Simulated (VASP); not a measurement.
# Sc4InSb (P4/mmm) in VASP: notebook, part 2 of 2

VASP 6.6.1. Earlier steps stand in the parts before.

**5. Single point, PBE**

This run uses another cell than the first one, of 26.63 Å³/atom.

INCAR

```
SYSTEM = Sc4InSb
ALGO     = Fast           ! electronic algorithm
EDIFF    = 1E-7           ! SCF threshold, eV
ENCUT    = 520            ! plane-wave cutoff, eV
GGA      = PE             ! functional
ISIF     = 2              ! what is computed and relaxed
ISMEAR   = 0              ! smearing method
LASPH    = .TRUE.         ! aspherical terms in the spheres
LCHARG   = .FALSE.        ! write CHGCAR
LREAL    = .FALSE.        ! projectors in reciprocal space
LWAVE    = .FALSE.        ! write WAVECAR
NBANDS   = 40             ! bands
NELM     = 100            ! most SCF steps
PREC     = Accurate       ! precision mode
SIGMA    = 0.1            ! smearing width, eV
```

KPOINTS

```
k-points
0
G
  8 8 6
  0 0 0
```

POSCAR

```
Sc4InSb
1.0
    4.8456394022      0.0000000000      0.0000000000
    0.0000000000      4.8456394022      0.0000000000
    0.0000000000      0.0000000000      6.8040283011
Sc In Sb
4 1 1
Direct
    0.5000000000      0.0000000000      0.7534056987
    0.0000000000      0.5000000000      0.2465943013
    0.5000000000      0.0000000000      0.2465943013
    0.0000000000      0.5000000000      0.7534056987
    0.0000000000      0.0000000000      0.0000000000
    0.5000000000      0.5000000000      0.5000000000
```

Potentials or basis: VASP PAW PBE potentials, release 64 (Sc_sv, In_d, Sb).

Launch:

```bash
> cat potpaw_PBE.64/Sc_sv/POTCAR potpaw_PBE.64/In_d/POTCAR potpaw_PBE.64/Sb/POTCAR > POTCAR
> mpirun -np 1 vasp_std > vasp.out
```

OUTCAR:

```text
SYSTEM = Sc4InSb
   EDIFF = 1E-7
   ENCUT = 520
   GGA = PE
   ISIF = 2
   ISMEAR = 0
   LASPH = .TRUE.
   LREAL = .FALSE.
   NELM = 100
   PREC = Accurate

 ion  position               nearest neighbor table
   1  0.500  0.000  0.753-   5 2.95   5 2.95   6 2.97   6 2.97   3 3.36   4 3.43   4 3.43   4 3.43
                             4 3.43
   2  0.000  0.500  0.247-   5 2.95   5 2.95   6 2.97   6 2.97   4 3.36   3 3.43   3 3.43   3 3.43
                             3 3.43
   3  0.500  0.000  0.247-   5 2.95   5 2.95   6 2.97   6 2.97   1 3.36   2 3.43   2 3.43   2 3.43
                             2 3.43
   4  0.000  0.500  0.753-   5 2.95   5 2.95   6 2.97   6 2.97   2 3.36   1 3.43   1 3.43   1 3.43
                             1 3.43
   5  0.000  0.000  0.000-   1 2.95   2 2.95   3 2.95   4 2.95   2 2.95   4 2.95   1 2.95   3 2.95

   6  0.500  0.500  0.500-   1 2.97   2 2.97   3 2.97   4 2.97   1 2.97   3 2.97   2 2.97   4 2.97

  LATTYP: Found a simple tetragonal cell.
 ALAT       =     4.8456394022
 C/A-ratio  =     1.4041548981

  Lattice vectors:

 A1 = (   4.8456394022,   0.0000000000,   0.0000000000)
 A2 = (   0.0000000000,   4.8456394022,   0.0000000000)
 A3 = (   0.0000000000,   0.0000000000,   6.8040283011)

[... 189 lines left out ...]

 k-point     1 :       0.0000    0.0000    0.0000
  band No.  band energies     occupation
      1     -45.1533      2.00000
      2     -45.1409      2.00000
      3     -45.1312      2.00000
      4     -45.1196      2.00000
      5     -23.8700      2.00000
      6     -23.8479      2.00000
[... 1021 lines left out ...]
     39       6.4975      0.00000
     40       6.7896      0.00000

 [... further k-points ...]

------------------------ aborting loop because EDIFF is reached ----------------------------------------

  FORCE on cell =-STRESS in cart. coord.  units (eV):
  Direction    XX          YY          ZZ          XY          YZ          ZX
  --------------------------------------------------------------------------------------
  -------------------------------------------------------------------------------------
  Total        0.0995097      0.0995097      0.1054358      0.0000000      0.0000000      0.0000000
  in kB        0.9979475      0.9979475      1.0573782      0.0000000      0.0000000      0.0000000
  external PRESSURE =       1.0177578 kB  Pullay stress =       0.0000000 kB

 VOLUME and BASIS-vectors are now :
 -----------------------------------------------------------------------------
  energy-cutoff  :      520.00
  volume of cell :      159.76
      direct lattice vectors                 reciprocal lattice vectors
     4.845639402  0.000000000  0.000000000     0.206371114  0.000000000  0.000000000
     0.000000000  4.845639402  0.000000000     0.000000000  0.206371114  0.000000000
     0.000000000  0.000000000  6.804028301     0.000000000  0.000000000  0.146971758

 POSITION                                       TOTAL-FORCE (eV/Angst)
 -----------------------------------------------------------------------------------
      2.42282      0.00000      5.12619        -0.000000      0.000000      0.008335
      0.00000      2.42282      1.67783        -0.000000     -0.000000     -0.008335
      2.42282      0.00000      1.67783        -0.000000      0.000000     -0.008335
      0.00000      2.42282      5.12619         0.000000     -0.000000      0.008335
      0.00000      0.00000      0.00000        -0.000000      0.000000      0.000000
      2.42282      2.42282      3.40201        -0.000000      0.000000      0.000000
 -----------------------------------------------------------------------------------
    total drift:                                0.000000     -0.000000     -0.000000

  FREE ENERGIE OF THE ION-ELECTRON SYSTEM (eV)
  ---------------------------------------------------
  free  energy   TOTEN  =       -33.4546141055 eV

  energy  without entropy=      -33.4130970971  energy(sigma->0) =      -33.43385560
```

OSZICAR:

```text
N       E                     dE             d eps       ncg     rms          rms(c)
DAV:   1     0.115443245325E+04    0.11544E+04   -0.26799E+04  4816   0.165E+03
DAV:   2     0.934261489495E+02   -0.10610E+04   -0.10431E+04  6488   0.698E+02
DAV:   3    -0.312939511891E+02   -0.12472E+03   -0.12042E+03  7776   0.303E+02
[... 33 lines left out ...]
RMM:  37    -0.334546135982E+02   -0.24740E-06   -0.26217E-06  4482   0.263E-03    0.256E-04
RMM:  38    -0.334546137853E+02   -0.18707E-06   -0.19178E-06  4418   0.220E-03    0.242E-04
RMM:  39    -0.334546139340E+02   -0.14875E-06   -0.15697E-06  3860   0.169E-03    0.292E-04
RMM:  40    -0.334546140322E+02   -0.98116E-07   -0.10495E-06  3673   0.151E-03    0.325E-04
RMM:  41    -0.334546141055E+02   -0.73315E-07   -0.86693E-07  3463   0.126E-03
   1 F= -.33454614E+02 E0= -.33433856E+02  d E =-.415170E-01
```

stdout:

```text
POSCAR found type information on POSCAR ScInSb
 POSCAR found :  3 types and       6 ions
 scaLAPACK will be used
 LDA part: xc-table for (Slater+PW92), standard interpolation
 POSCAR, INCAR and KPOINTS ok, starting setup
 FFT: planning ... GRIDC
 FFT: planning ... GRID_SOFT
 FFT: planning ... GRID
 WAVECAR not read
 entering main loop
```

It took 10 min on 1 thread of AMD EPYC 9R45 (Zen 5), shared host; peak memory 0.47 GiB.

What came out:

```
Free energy            : -33.4546 eV
Pressure               : 0.1 GPa
Largest force          : 0.008 eV/Å
Band gap on the k mesh : zero (bands 31 and 32 overlap by 0.64 eV)
```

Forces in eV/Å, atoms in the order of the input:
```
Sc   0.000  0.000  0.008
Sc   0.000  0.000 -0.008
Sc   0.000  0.000 -0.008
Sc   0.000  0.000  0.008
In   0.000  0.000  0.000
Sb   0.000  0.000  0.000
```

Caveat: spin-orbit coupling is left out, which moves the levels of the heavy elements.

**6. Overview**

```tsv
task	cell	k mesh	cutoff (eV)	gap on the mesh (eV)	pressure (GPa)	largest force (eV/Å)
single point	a = 4.853, b = 4.853, c = 6.807 Å, 6 atoms, atomic positions A	4 × 4 × 4	520	none	-0.1	0.01
single point	a = 4.641, b = 4.641, c = 6.578 Å, 6 atoms, atomic positions B	4 × 4 × 4	520	none	9.4	0.16
relaxation of cell and atoms	relaxed from a = 4.641, b = 4.641, c = 6.578 Å, 6 atoms, atomic positions B	4 × 4 × 4	600	none	0.1	0.01
single point	a = 4.846, b = 4.846, c = 6.804 Å, 6 atoms, atomic positions C	8 × 8 × 6	520	none	0.1	0.01
```

Alike in all rows: level PBE; potentials or basis VASP PAW PBE potentials, release 64 (Sc_sv, In_d, Sb); no spin polarisation; smearing gaussian 0.1 eV.

Caveats: spin-orbit coupling is left out, which moves the levels of the heavy elements; the cell stands under pressure (at least some runs).

Total energies depend on the potentials used, so only differences within one code and one set of settings carry meaning.
